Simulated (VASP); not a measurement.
# CoO (Fm-3m) in VASP: notebook

The runs below take CoO through single point, with LDA+U.

Everything below comes from runs of VASP 6.6.1. Logs are shortened: lines on timing, memory, paths and dates and some standing lists are left out, and cuts for length are marked.

## Step 1: The cell of the first run

Symmetry: Fm-3m, No. 225, cubic system. Conventional cell: a = 4.263 Å, b = 4.263 Å, c = 4.263 Å, α = 90.00°, β = 90.00°, γ = 90.00°. Within 2.8 Å of Co (site symmetry m-3m) lie 6 O at 2.13 Å. Within 2.8 Å of O (site symmetry m-3m) lie 6 Co at 2.13 Å.

## Step 2: Single point, LDA+U, collinear spin, ferromagnetic start

The input, INCAR:

```
SYSTEM = CoO
  ALGO = Normal
  EDIFF = 1E-6
  ENCUT = 520
  GGA = CA
  ISIF = 2
  ISMEAR = 1
  ISPIN = 2
  LASPH = .TRUE.
  LCHARG = .FALSE.
  LDAU = .TRUE.
  LDAUJ = 0 0
  LDAUL = 2 -1
  LDAUPRINT = 1
  LDAUTYPE = 2
  LDAUU = 1 0
  LMAXMIX = 4
  LORBIT = 11
  LREAL = .FALSE.
  LWAVE = .FALSE.
  MAGMOM = 3.2 0
  NBANDS = 18
  NELM = 150
  PREC = Accurate
  SIGMA = 0.15
```

The input, KPOINTS:

```
k-points
0
G
  8 8 8
  0 0 0
```

The input, POSCAR:

```
CoO
1.0
    0.0000000000      2.1315000000      2.1315000000
    2.1315000000      0.0000000000      2.1315000000
    2.1315000000      2.1315000000      0.0000000000
Co O
1 1
Direct
    0.0000000000      0.0000000000      0.0000000000
    0.5000000000      0.5000000000      0.5000000000
```

Potentials or basis: VASP PAW LDA potentials, release 64 (Co, O).

Run with:

```sh
$ cat potpaw_LDA.64/Co/POTCAR potpaw_LDA.64/O/POTCAR > POTCAR
$ mpirun -np 1 vasp_std > vasp.out
```

OUTCAR:

```text
SYSTEM = CoO
   EDIFF = 1E-6
   ENCUT = 520
   GGA = CA
   ISIF = 2
   ISMEAR = 1
   ISPIN = 2
   LASPH = .TRUE.
   LORBIT = 11
   LREAL = .FALSE.
   NELM = 150
   PREC = Accurate

 ion  position               nearest neighbor table
   1  0.000  0.000  0.000-   2 2.13   2 2.13   2 2.13   2 2.13   2 2.13   2 2.13
   2  0.500  0.500  0.500-   1 2.13   1 2.13   1 2.13   1 2.13   1 2.13   1 2.13

  LATTYP: Found a face centered cubic cell.
 ALAT       =     4.2630000000

  Lattice vectors:

 A1 = (   0.0000000000,   2.1315000000,   2.1315000000)
 A2 = (   2.1315000000,   0.0000000000,   2.1315000000)
 A3 = (   2.1315000000,   2.1315000000,   0.0000000000)

Analysis of symmetry for initial positions (statically):
=====================================================================
 Subroutine PRICEL returns:
 Original cell was already a primitive cell.

 Routine SETGRP: Setting up the symmetry group for a
 face centered cubic supercell.

 Subroutine GETGRP returns: Found 48 space group operations
 (whereof 48 operations were pure point group operations)
 out of a pool of 48 trial point group operations.

The static configuration has the point symmetry O_h .

Analysis of symmetry for dynamics (positions and initial velocities):
=====================================================================
 Subroutine PRICEL returns:
 Original cell was already a primitive cell.

 Routine SETGRP: Setting up the symmetry group for a
 face centered cubic supercell.

 Subroutine GETGRP returns: Found 48 space group operations
 (whereof 48 operations were pure point group operations)
 out of a pool of 48 trial point group operations.

The dynamic configuration has the point symmetry O_h .

Analysis of structural, dynamic, and magnetic symmetry:
=====================================================================
 Subroutine PRICEL returns:
 Original cell was already a primitive cell.

 Routine SETGRP: Setting up the symmetry group for a
 face centered cubic supercell.

 Subroutine GETGRP returns: Found 48 space group operations
 (whereof 48 operations were pure point group operations)
 out of a pool of 48 trial point group operations.

The overall configuration has the point symmetry O_h .

 Subroutine INISYM returns: Found 48 space group operations
 (whereof 48 operations are pure point group operations),
 and found     1 'primitive' translations

----------------------------------------------------------------------------------------

                                     Primitive cell

  volume of cell :      19.3681

  direct lattice vectors                    reciprocal lattice vectors
     0.000000000  2.131500000  2.131500000    -0.234576589  0.234576589  0.234576589
     2.131500000  0.000000000  2.131500000     0.234576589 -0.234576589  0.234576589
     2.131500000  2.131500000  0.000000000     0.234576589  0.234576589 -0.234576589

  length of vectors
     3.014396208  3.014396208  3.014396208     0.406298571  0.406298571  0.406298571

  position of ions in fractional coordinates (direct lattice)
     0.000000000  0.000000000  0.000000000
     0.500000000  0.500000000  0.500000000

  ion indices of the primitive-cell ions
   primitive index   ion index
                 1           1
                 2           2

----------------------------------------------------------------------------------------

 KPOINTS: k-points

Automatic generation of k-mesh.
 Grid dimensions read from file:
 generate k-points for:    8    8    8
[... 58 lines left out ...]
   ISPIN  =      2    spin polarized calculation?
   LNONCOLLINEAR =      F non collinear calculations
   LSORBIT =      F    spin-orbit coupling
   LASPH  =      T    aspherical Exc in radial PAW
   ENCUT  =  520.0 eV  38.22 Ry    6.18 a.u.   5.60  5.60  5.60*2*pi/ulx,y,z
   NELM   =    150;   NELMIN=  2; NELMDL= -5     # of ELM steps
   EDIFF  = 0.1E-05   stopping-criterion for ELM
   LREAL  =      F    real-space projection
   EDIFFG = 0.1E-04   stopping-criterion for IOM
   NSW    =      0    number of steps for IOM
   IBRION =     -1    ionic relax: 0-MD 1-quasi-New 2-CG
   NFREE  =      0    steps in history (QN), initial steepest desc. (CG)
   ISIF   =      2    stress and relaxation
   ISYM   =      2    0-nonsym 1-usesym 2-fastsym
   POTIM  = 0.5000    time-step for ionic-motion
   TEBEG  =    0.0;   TEEND  =   0.0 temperature during run
   PSTRESS=    0.0 pullay stress
   NELECT =      15.0000    total number of electrons
   NUPDOWN=      -1.0000    fix difference up-down
   EMIN   =  10.00;   EMAX   =-10.00  energy-range for DOS
   EFERMI =   0.00;   METHOD = LEGACY
   ISMEAR =     1;   SIGMA  =   0.15  broadening in eV -4-tet -1-fermi 0-gaus
   EFERMI_NEDOS =   21; number of points for ismear=-14 and -15
   IALGO  =     38    algorithm
   IMIX   =      4    mixing-type and parameters
     AMIX     =   0.40;   BMIX     =  1.00
     AMIX_MAG =   1.60;   BMIX_MAG =  1.00
  volume/ion in A,a.u.               =       9.68        65.35
  Fermi-wavevector in a.u.,A,eV,Ry     =   1.503407  2.841027 30.752334  2.260233
  Thomas-Fermi vector in A             =   2.614521
   LORBIT       =     11    0 simple, 1 ext, 2 COOP (PROOUT), +10 PAW based schemes
 LDA+U is selected, type is set to LDAUTYPE =  2
   angular momentum for each species LDAUL =     2   -1
   U (eV)           for each species LDAUU =   1.0  0.0
   J (eV)           for each species LDAUJ =   0.0  0.0
   GGA     = CA    functional components
   LHFCALC =     F    Hartree Fock is set to
   AEXX    =    0.0000 exact exchange contribution
   IVDW    =     0    specifies the selected vdW correction
   LEPSILON=     F    determine dielectric tensor
   LRPA    =     F    only Hartree local field effects (RPA)
 spin polarized calculation
 Methfessel and Paxton  Order N= 1 SIGMA  =   0.15
  energy-cutoff  :      520.00
  volume of cell :       19.37
 maximum number of plane-waves:       544
 NGX is ok and might be reduce to    24
   NGX = 11   NGY = 11   NGZ = 11

atom =   1  type =  1  l = 2

 onsite density matrix

spin component  1

  0.9584 -0.0000  0.0000 -0.0000 -0.0000
 -0.0000  0.9584 -0.0000 -0.0000  0.0000
  0.0000 -0.0000  0.9922 -0.0000 -0.0000
 -0.0000 -0.0000 -0.0000  0.9584 -0.0000
 -0.0000  0.0000 -0.0000 -0.0000  0.9922

spin component  2

  0.6442  0.0000 -0.0000  0.0000  0.0000
  0.0000  0.6442  0.0000  0.0000 -0.0000
 -0.0000  0.0000  0.1990  0.0000  0.0000
  0.0000  0.0000  0.0000  0.6442  0.0000
  0.0000 -0.0000  0.0000  0.0000  0.1990

 occupancies and eigenvectors

  o =  0.1990  v =  0.0000  0.0000  0.0000  0.0000  0.0000  0.0000 -0.0000 -0.0128 -0.0000  0.9999      0.0000  0.0000  0.0000  0.0000  0.0000  0.0000  0.0000  0.0000  0.0000  0.0000
  o =  0.1990  v =  0.0000  0.0000  0.0000  0.0000  0.0000  0.0000  0.0000  0.9999  0.0000  0.0128      0.0000  0.0000  0.0000  0.0000  0.0000  0.0000  0.0000  0.0000  0.0000  0.0000
  o =  0.6442  v =  0.0000  0.0000  0.0000  0.0000  0.0000  1.0000  0.0000  0.0000  0.0000  0.0000      0.0000  0.0000  0.0000  0.0000  0.0000  0.0000  0.0000  0.0000  0.0000  0.0000
  o =  0.6442  v =  0.0000  0.0000  0.0000  0.0000  0.0000  0.0000 -0.0630  0.0000  0.9980 -0.0000      0.0000  0.0000  0.0000  0.0000  0.0000  0.0000  0.0000  0.0000  0.0000  0.0000
  o =  0.6442  v =  0.0000  0.0000  0.0000  0.0000  0.0000  0.0000 -0.9980 -0.0000 -0.0630 -0.0000      0.0000  0.0000  0.0000  0.0000  0.0000  0.0000  0.0000  0.0000  0.0000  0.0000
  o =  0.9584  v =  0.0000 -0.8718  0.0000  0.4899  0.0000  0.0000  0.0000  0.0000  0.0000  0.0000      0.0000  0.0000  0.0000  0.0000  0.0000  0.0000  0.0000  0.0000  0.0000  0.0000
  o =  0.9584  v =  0.0000 -0.4899  0.0000 -0.8718  0.0000  0.0000  0.0000  0.0000  0.0000  0.0000      0.0000  0.0000  0.0000  0.0000  0.0000  0.0000  0.0000  0.0000  0.0000  0.0000
  o =  0.9584  v =  1.0000  0.0000  0.0000  0.0000  0.0000  0.0000  0.0000  0.0000  0.0000  0.0000      0.0000  0.0000  0.0000  0.0000  0.0000  0.0000  0.0000  0.0000  0.0000  0.0000
  o =  0.9922  v =  0.0000 -0.0000 -0.9995 -0.0000 -0.0324  0.0000  0.0000  0.0000  0.0000  0.0000      0.0000  0.0000  0.0000  0.0000  0.0000  0.0000  0.0000  0.0000  0.0000  0.0000
  o =  0.9922  v =  0.0000 -0.0000  0.0324 -0.0000 -0.9995  0.0000  0.0000  0.0000  0.0000  0.0000      0.0000  0.0000  0.0000  0.0000  0.0000  0.0000  0.0000  0.0000  0.0000  0.0000

 number of electron      15.0000007 magnetization       2.9269077

 Free energy of the ion-electron system (eV)
  ---------------------------------------------------
  ext. energy  EPLUGINS =         0.00000000
  ---------------------------------------------------
  free energy    TOTEN  =       -14.03850862 eV

  energy without entropy =      -14.03344192  energy(sigma->0) =      -14.03681972

 E-fermi :   7.4568     XC(G=0): -12.8691

 val. band max:        7.4563581270   @ k =   0.2500   0.2500   0.0000
 cond. band min:       7.4745329354   @ k =   0.0000   0.0000   0.0000
 fundamental gap:      0.0181748085
 Fermi energy:         7.4567994279

 spin component 1

 k-point     1 :       0.0000    0.0000    0.0000
  band No.  band energies     occupation
      1     -12.3565      1.00000
      2       3.9777      1.00000
      3       3.9777      1.00000
      4       4.0917      1.00000
      5       4.0917      1.00000
      6       4.0917      1.00000
[... 1001 lines left out ...]
     17      35.7112      0.00000
     18      37.1696      0.00000

 [... further k-points ...]
[... 5 lines left out ...]
  --------------------------------------------------------------------------------------
  -------------------------------------------------------------------------------------
  Total       -2.3003214     -2.3003214     -2.3003214     -0.0000000     -0.0000000      0.0000000
  in kB     -190.2887459   -190.2887459   -190.2887459     -0.0000000     -0.0000000      0.0000000
  external PRESSURE =    -190.2887459 kB  Pullay stress =       0.0000000 kB

 VOLUME and BASIS-vectors are now :
 -----------------------------------------------------------------------------
  energy-cutoff  :      520.00
  volume of cell :       19.37
      direct lattice vectors                 reciprocal lattice vectors
     0.000000000  2.131500000  2.131500000    -0.234576589  0.234576589  0.234576589
     2.131500000  0.000000000  2.131500000     0.234576589 -0.234576589  0.234576589
     2.131500000  2.131500000  0.000000000     0.234576589  0.234576589 -0.234576589

 POSITION                                       TOTAL-FORCE (eV/Angst)
 -----------------------------------------------------------------------------------
      0.00000      0.00000      0.00000         0.000000      0.000000      0.000000
      2.13150      2.13150      2.13150         0.000000      0.000000      0.000000
 -----------------------------------------------------------------------------------
    total drift:                                0.000000     -0.000000     -0.000000

  FREE ENERGIE OF THE ION-ELECTRON SYSTEM (eV)
  ---------------------------------------------------
  free  energy   TOTEN  =       -14.0385086244 eV

  energy  without entropy=      -14.0334419179  energy(sigma->0) =      -14.03681972

 total charge

# of ion       s       p       d       tot
------------------------------------------
    1        0.298   0.361   7.166   7.825
    2        1.542   3.397   0.000   4.939
--------------------------------------------------
tot          1.841   3.758   7.166  12.764

 magnetization (x)

# of ion       s       p       d       tot
------------------------------------------
    1        0.019   0.018   2.529   2.566
    2        0.028   0.279   0.000   0.307
--------------------------------------------------
tot          0.047   0.297   2.529   2.873
```

Wall time 10 s (1 thread of Intel Xeon 6975P-C (Granite Rapids), shared host); peak memory 0.14 GiB.

What came out:

* Free energy: -14.0385 eV
* Pressure: -19.0 GPa
* Net moment: 2.93 μB per cell
* Site moments: Co +2.57; O +0.31 μB
* Valence electrons inside the program's atomic spheres: Co 7.83; O 4.94

Eigenvalues of the final occupation matrices:
```csv
site,spin,trace,eigenvalues
site 1 d,1,4.86,0.96 0.96 0.96 0.99 0.99
site 1 d,2,2.33,0.20 0.20 0.64 0.64 0.64
```

Caveat: a cell with one magnetic atom can't hold antiferromagnetic order, which such compounds often take.

## Step 3: Single point, LDA+U, collinear spin, ferromagnetic start

The input, INCAR:

```
SYSTEM = CoO
ALGO = Normal
EDIFF = 1E-6
ENCUT = 520
ISIF = 2
ISMEAR = 1
ISPIN = 2
LASPH = .True.
LCHARG = .False.
LDAU = .True.
LDAUJ = 0 0
LDAUL = 2 -1
LDAUPRINT = 1
LDAUTYPE = 2
LDAUU = 3 0
LMAXMIX = 4
LORBIT = 11
LREAL = .False.
LWAVE = .False.
MAGMOM = 3.2 0
NBANDS = 18
NELM = 150
PREC = Accurate
SIGMA = 0.15
```

The input, KPOINTS:

```
k-points
0
Gamma
  8 8 8
  0 0 0
```

POSCAR is that of step 2.

Potentials or basis: VASP PAW LDA potentials, release 64 (Co, O).

Run with:

```sh
$ cat potpaw_LDA.64/Co/POTCAR potpaw_LDA.64/O/POTCAR > POTCAR
$ mpirun -np 1 vasp_std > vasp.out
```

Run time: 10 s. Hardware: 1 thread of Intel Xeon 6975P-C (Granite Rapids), shared host; peak memory 0.14 GiB.

The run converged. Its results:

```
Free energy                                           : -12.9568 eV
Pressure                                              : -18.8 GPa
Band gap on the k mesh                                : zero (filled and empty bands overlap)
Net moment                                            : 3.00 μB per cell
Site moments                                          : Co +2.69; O +0.29 μB
Valence electrons inside the program's atomic spheres : Co 7.83; O 4.95
```

Levels at points of the mesh, in eV from the Fermi level:
Spin up:
```csv
k point,band 6,band 7,band 8,band 9,band 10,band 11,band 12,band 13
"(0.00, 0.00, 0.00)",-4.06,-2.59,-2.59,-2.59,1.45,17.10,17.53,17.53
"(0.50, 0.00, 0.00)",-3.39,-2.56,-0.12,-0.12,5.39,9.62,13.62,13.62
"(0.50, 0.50, 0.00)",-3.83,-3.39,-3.11,-3.11,6.10,10.15,11.24,15.96
```
Spin down:
```
           k point  band 3  band 4  band 5  band 6  band 7  band 8  band 9  band 10
(0.00, 0.00, 0.00)   -2.04   -2.04   -1.14   -1.14   -1.14    0.99    0.99     1.99
(0.50, 0.00, 0.00)   -3.99   -3.99   -0.12   -0.12    0.20    3.52    3.52     5.75
(0.50, 0.50, 0.00)   -3.31   -3.31   -2.22    0.07    0.07    1.47    1.93     6.90
```

Eigenvalues of the final occupation matrices:
```csv
site,spin,trace,eigenvalues
site 1 d,1,4.92,0.97 0.97 0.97 1.01 1.01
site 1 d,2,2.27,0.16 0.16 0.65 0.65 0.65
```

Caveat: a cell with one magnetic atom can't hold antiferromagnetic order, which such compounds often take. The state reached can hang on the start; a lower one may exist.
